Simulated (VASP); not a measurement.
Here is a VASP 6.6.1 calculation.

Contents of INCAR:

```
SYSTEM = I
  PREC = Accurate
  ENCUT = 520
  EDIFF = 1E-6
  ISMEAR = 0
  SIGMA = 0.1
  LREAL = .False.
  LASPH = .True.
  NELM = 60
  ALGO = Normal
  ISIF = 2
  LWAVE = .False.
  LCHARG = .False.
  GGA = PE
  NBANDS = 10
```

Contents of KPOINTS:

```
regular mesh
0
Gamma
  18 18 18
  0 0 0
```

File POSCAR:

```
I
1.0
   -1.6188955358      1.6188955358      4.1406594391
    1.6188955358     -1.6188955358      4.1406594391
    1.6188955358      1.6188955358     -4.1406594391
I
1
Direct
    0.0000000000      0.0000000000      0.0000000000
```

Potentials or basis: VASP PAW PBE potentials, release 64 (I).

Launch:

```bash
$ cat potpaw_PBE.64/I/POTCAR > POTCAR
$ mpirun -np 1 vasp_std > vasp.out
```

(1) Estimate the pressure.

Results:

(1) 0.1 GPa.

Caveat: the cell differs from its parent crystal (strained); an odd number of electrons without spin polarisation forces a metal; a magnetic or distorted state may lie lower.
